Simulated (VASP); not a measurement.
# ZnO (P6_3/mmc) in VASP: a series of runs, part 2 of 2

VASP 6.6.1. Earlier steps stand in the parts before.

## Step 3: Single point, PBE

This run uses another cell than the first one, of 17.69 Å³/atom, 1.019 times its volume.

Input file INCAR:

```
  ALGO = Normal
  EDIFF = 1E-7
  ENCUT = 520
  GGA = PE
  ISIF = 2
  ISMEAR = -1
  LASPH = True
  LCHARG = False
  LREAL = False
  LWAVE = False
  NBANDS = 26
  NELM = 100
  PREC = Accurate
  SIGMA = 0.05
```

Input file KPOINTS:

```
k-points
0
Gamma
  9 9 4
```

Input file POSCAR:

```
ZnO
1.0
    3.3524534747      0.0000000000      0.0000000000
   -1.6762267373      2.9033098741      0.0000000000
    0.0000000000      0.0000000000      7.2702894300
Zn O
2 2
Direct
    0.0000000000      0.0000000000      0.2500000000
    0.0000000000      0.0000000000      0.7500000000
    0.6666666667      0.3333333333      0.7500000000
    0.3333333333      0.6666666667      0.2500000000
```

Potentials or basis: VASP PAW PBE potentials, release 64 (Zn, O).

On the command line:

```bash
$ cat potpaw_PBE.64/Zn/POTCAR potpaw_PBE.64/O/POTCAR > POTCAR
$ mpirun -np 1 vasp_std > vasp.out
```

OUTCAR:

```text
EDIFF = 1E-7
   ENCUT = 520
   GGA = PE
   ISIF = 2
   ISMEAR = -1
   LASPH = True
   LREAL = False
   NELM = 100
   PREC = Accurate

 ion  position               nearest neighbor table
   1  0.000  0.000  0.250-   4 1.94   4 1.94   4 1.94
   2  0.000  0.000  0.750-   3 1.94   3 1.94   3 1.94
   3  0.667  0.333  0.750-   2 1.94   2 1.94   2 1.94
   4  0.333  0.667  0.250-   1 1.94   1 1.94   1 1.94

  LATTYP: Found a hexagonal cell.
 ALAT       =     3.3524534747
 C/A-ratio  =     2.1686473757

  Lattice vectors:

 A1 = (   3.3524534747,   0.0000000000,   0.0000000000)
 A2 = (  -1.6762267373,   2.9033098741,   0.0000000000)
 A3 = (   0.0000000000,   0.0000000000,   7.2702894300)

Analysis of symmetry for initial positions (statically):
=====================================================================
 Subroutine PRICEL returns:
 Original cell was already a primitive cell.

 Routine SETGRP: Setting up the symmetry group for a
 hexagonal supercell.

 Subroutine GETGRP returns: Found 24 space group operations
 (whereof 12 operations were pure point group operations)
 out of a pool of 24 trial point group operations.

The static configuration has the point symmetry D_3d.
 The point group associated with its full space group is D_6h.

Analysis of symmetry for dynamics (positions and initial velocities):
=====================================================================
 Subroutine PRICEL returns:
 Original cell was already a primitive cell.

 Routine SETGRP: Setting up the symmetry group for a
 hexagonal supercell.

 Subroutine GETGRP returns: Found 24 space group operations
 (whereof 12 operations were pure point group operations)
 out of a pool of 24 trial point group operations.

The dynamic configuration has the point symmetry D_3d.
 The point group associated with its full space group is D_6h.

 Subroutine INISYM returns: Found 24 space group operations
 (whereof 12 operations are pure point group operations),
 and found     1 'primitive' translations

----------------------------------------------------------------------------------------

                                     Primitive cell

  volume of cell :      70.7633

  direct lattice vectors                    reciprocal lattice vectors
     3.352453475  0.000000000  0.000000000     0.298289002  0.172217235  0.000000000
    -1.676226737  2.903309874  0.000000000     0.000000000  0.344434471  0.000000000
     0.000000000  0.000000000  7.270289430     0.000000000  0.000000000  0.137546106

  length of vectors
     3.352453475  3.352453475  7.270289430     0.344434471  0.344434471  0.137546106

  position of ions in fractional coordinates (direct lattice)
     0.000000000  0.000000000  0.250000000
     0.000000000  0.000000000  0.750000000
     0.666666667  0.333333333  0.750000000
     0.333333333  0.666666667  0.250000000

  ion indices of the primitive-cell ions
   primitive index   ion index
                 1           1
                 2           2
                 3           3
                 4           4

----------------------------------------------------------------------------------------

 KPOINTS: k-points

Automatic generation of k-mesh.
 Grid dimensions read from file:
 generate k-points for:    9    9    4

 Generating k-lattice:

  Cartesian coordinates                     Fractional coordinates (reciprocal lattice)
     0.033143222  0.019135248  0.000000000     0.111111111  0.000000000  0.000000000
     0.000000000  0.038270497  0.000000000     0.000000000  0.111111111  0.000000000
     0.000000000  0.000000000  0.034386526     0.000000000  0.000000000  0.250000000

  Length of vectors
     0.038270497  0.038270497  0.034386526

  Shift w.r.t. Gamma in fractional coordinates (k-lattice)
     0.000000000  0.000000000  0.000000000

 Subroutine IBZKPT returns following result:
 ===========================================

 Found     36 irreducible k-points:

 Following reciprocal coordinates:
            Coordinates               Weight
  0.000000  0.000000  0.000000      1.000000
  0.111111  0.000000  0.000000      6.000000
  0.222222  0.000000  0.000000      6.000000
  0.333333  0.000000  0.000000      6.000000
  0.444444  0.000000  0.000000      6.000000
  0.111111  0.111111  0.000000      6.000000
[... 16 lines left out ...]
  0.333333  0.222222  0.250000     24.000000
  0.333333  0.333333  0.250000      4.000000
 [... further k-points ...]
   k-points           NKPTS =     36   k-points in BZ     NKDIM =     36   number of bands    NBANDS=     26
   number of dos      NEDOS =    301   number of ions     NIONS =      4
   total plane-waves  NPLWV =  42336
   dimension x,y,z NGX =    28 NGY =   28 NGZ =   54
   dimension x,y,z NGXF=    56 NGYF=   56 NGZF=  108
   ions per type =               2   2
   NGX,Y,Z   is equivalent  to a cutoff of  13.89, 13.89, 12.35 a.u.
   NGXF,Y,Z  is equivalent  to a cutoff of  27.77, 27.77, 24.70 a.u.
 SYSTEM =  unknown system
   PREC   = accura    normal or accurate (medium, high low for compatibility)
   ISTART =      0    job   : 0-new  1-cont  2-samecut
   ICHARG =      2    charge: 1-file 2-atom 10-const
   ISPIN  =      1    spin polarized calculation?
   LNONCOLLINEAR =      F non collinear calculations
   LSORBIT =      F    spin-orbit coupling
   LASPH  =      T    aspherical Exc in radial PAW
   ENCUT  =  520.0 eV  38.22 Ry    6.18 a.u.   6.23  6.23 13.52*2*pi/ulx,y,z
   NELM   =    100;   NELMIN=  2; NELMDL= -5     # of ELM steps
   EDIFF  = 0.1E-06   stopping-criterion for ELM
   LREAL  =      F    real-space projection
   EDIFFG = 0.1E-05   stopping-criterion for IOM
   NSW    =      0    number of steps for IOM
   IBRION =     -1    ionic relax: 0-MD 1-quasi-New 2-CG
   NFREE  =      0    steps in history (QN), initial steepest desc. (CG)
   ISIF   =      2    stress and relaxation
   ISYM   =      2    0-nonsym 1-usesym 2-fastsym
   POTIM  = 0.5000    time-step for ionic-motion
   TEBEG  =    0.0;   TEEND  =   0.0 temperature during run
   PSTRESS=    0.0 pullay stress
   NELECT =      36.0000    total number of electrons
   NUPDOWN=      -1.0000    fix difference up-down
   EMIN   =  10.00;   EMAX   =-10.00  energy-range for DOS
   EFERMI =   0.00;   METHOD = LEGACY
   ISMEAR =    -1;   SIGMA  =   0.05  broadening in eV -4-tet -1-fermi 0-gaus
   EFERMI_NEDOS =   21; number of points for ismear=-14 and -15
   IALGO  =     38    algorithm
   IMIX   =      4    mixing-type and parameters
     AMIX     =   0.40;   BMIX     =  1.00
     AMIX_MAG =   1.60;   BMIX_MAG =  1.00
  volume/ion in A,a.u.               =      17.69       119.38
  Fermi-wavevector in a.u.,A,eV,Ry     =   1.306892  2.469668 23.238299  1.707967
  Thomas-Fermi vector in A             =   2.437663
   LORBIT       =      0    0 simple, 1 ext, 2 COOP (PROOUT), +10 PAW based schemes
   GGA     = PE    functional components
   LHFCALC =     F    Hartree Fock is set to
   AEXX    =    0.0000 exact exchange contribution
   IVDW    =     0    specifies the selected vdW correction
   LEPSILON=     F    determine dielectric tensor
   LRPA    =     F    only Hartree local field effects (RPA)
 non-spin polarized calculation
  energy-cutoff  :      520.00
  volume of cell :       70.76
 maximum number of plane-waves:      1924
 NGX is ok and might be reduce to    28
   NGX = 13   NGY = 13   NGZ = 27

 number of electron      36.0000035 magnetization

 Free energy of the ion-electron system (eV)
  ---------------------------------------------------
  ext. energy  EPLUGINS =         0.00000000
  ---------------------------------------------------
  free energy    TOTEN  =       -16.91009881 eV

  energy without entropy =      -16.91009223  energy(sigma->0) =      -16.91009552

 E-fermi :  -0.7100     XC(G=0):  -8.6627

 val. band max:       -1.1878103664   @ k =   0.0000   0.0000   0.0000
 cond. band min:      -0.3711783160   @ k =   0.0000   0.0000   0.0000
 fundamental gap:      0.8166320505
 Fermi energy:        -0.7100027740

 k-point     1 :       0.0000    0.0000    0.0000
  band No.  band energies     occupation
      1     -18.2309      2.00000
      2     -18.1637      2.00000
      3      -6.9941      2.00000
      4      -6.9941      2.00000
      5      -6.9816      2.00000
      6      -6.9816      2.00000
[... 18 lines left out ...]
     25      11.3398      0.00000
     26      12.0796      0.00000
[... 644 lines left out ...]
      4      -6.6056      2.00000
      5      -6.2546      2.00000
      6      -6.2546      2.00000
[... 18 lines left out ...]
     25       8.5916      0.00000
     26       8.8054      0.00000

 [... further k-points ...]
[... 5 lines left out ...]
  --------------------------------------------------------------------------------------
  -------------------------------------------------------------------------------------
  Total       -3.0473013     -3.0473013      0.0243962     -0.0000000     -0.0000000      0.0000000
  in kB      -68.9950811    -68.9950811      0.5523633     -0.0000000     -0.0000000      0.0000000
  external PRESSURE =     -45.8125996 kB  Pullay stress =       0.0000000 kB

 VOLUME and BASIS-vectors are now :
 -----------------------------------------------------------------------------
  energy-cutoff  :      520.00
  volume of cell :       70.76
      direct lattice vectors                 reciprocal lattice vectors
     3.352453475  0.000000000  0.000000000     0.298289002  0.172217235  0.000000000
    -1.676226737  2.903309874  0.000000000     0.000000000  0.344434471  0.000000000
     0.000000000  0.000000000  7.270289430     0.000000000  0.000000000  0.137546106

 POSITION                                       TOTAL-FORCE (eV/Angst)
 -----------------------------------------------------------------------------------
      0.00000      0.00000      1.81757        -0.000000      0.000000      0.000000
      0.00000      0.00000      5.45272         0.000000      0.000000      0.000000
      1.67623      0.96777      5.45272         0.000000     -0.000000      0.000000
     -0.00000      1.93554      1.81757        -0.000000      0.000000     -0.000000
 -----------------------------------------------------------------------------------
    total drift:                                0.000000     -0.000000      0.000000

  FREE ENERGIE OF THE ION-ELECTRON SYSTEM (eV)
  ---------------------------------------------------
  free  energy   TOTEN  =       -16.9100988108 eV

  energy  without entropy=      -16.9100922307  energy(sigma->0) =      -16.91009552
```

OSZICAR:

```text
N       E                     dE             d eps       ncg     rms          rms(c)
DAV:   1     0.296551738565E+03    0.29655E+03   -0.17923E+04  1872   0.176E+03
DAV:   2     0.158043972155E+02   -0.28075E+03   -0.26194E+03  2070   0.383E+02
DAV:   3    -0.202209384200E+02   -0.36025E+02   -0.35604E+02  2106   0.140E+02
DAV:   4    -0.210227274435E+02   -0.80179E+00   -0.79979E+00  2078   0.222E+01
DAV:   5    -0.210276499937E+02   -0.49226E-02   -0.49220E-02  2114   0.171E+00    0.148E+01
DAV:   6    -0.167951953772E+02    0.42325E+01   -0.11026E+01  3236   0.748E+01    0.835E+00
DAV:   7    -0.169696333615E+02   -0.17444E+00   -0.33946E+00  1964   0.178E+01    0.511E+00
DAV:   8    -0.169776038434E+02   -0.79705E-02   -0.89206E-01  2276   0.716E+00    0.194E+00
DAV:   9    -0.169063840508E+02    0.71220E-01   -0.18640E-01  2650   0.615E+00    0.378E-01
DAV:  10    -0.169094760072E+02   -0.30920E-02   -0.41742E-02  1942   0.162E+00    0.116E-01
DAV:  11    -0.169100965757E+02   -0.62057E-03   -0.12775E-03  1974   0.702E-01    0.968E-02
DAV:  12    -0.169100885305E+02    0.80452E-05   -0.59396E-04  2574   0.512E-01    0.165E-02
DAV:  13    -0.169101032323E+02   -0.14702E-04   -0.98468E-05  2464   0.126E-01    0.218E-02
DAV:  14    -0.169100991288E+02    0.41035E-05   -0.25541E-05  2138   0.471E-02    0.514E-03
DAV:  15    -0.169100990400E+02    0.88870E-07   -0.49097E-06  2060   0.191E-02    0.200E-03
DAV:  16    -0.169100988630E+02    0.17695E-06   -0.17684E-07  1468   0.416E-03    0.138E-03
DAV:  17    -0.169100988108E+02    0.52172E-07   -0.67514E-08  1046   0.457E-03
   1 F= -.16910099E+02 E0= -.16910096E+02  d E =-.658010E-05
```

stdout:

```text
POSCAR found type information on POSCAR ZnO
 POSCAR found :  2 types and       4 ions
 scaLAPACK will be used
 LDA part: xc-table for (Slater+PW92), standard interpolation
 POSCAR, INCAR and KPOINTS ok, starting setup
 FFT: planning ... GRIDC
 FFT: planning ... GRID_SOFT
 FFT: planning ... GRID
 WAVECAR not read
 entering main loop
```

Wall time 45 s (1 thread of Intel Xeon Platinum 8559C (Emerald Rapids), shared host); peak memory 0.22 GiB.

What came out:

| Quantity | Value |
| --- | --- |
| Free energy | -16.9101 eV |
| Pressure | -4.6 GPa |
| Band gap on the k mesh | 0.82 eV, direct |

A k mesh can miss the band edges. PBE gaps usually lie below the measured ones, often by a third to a half.
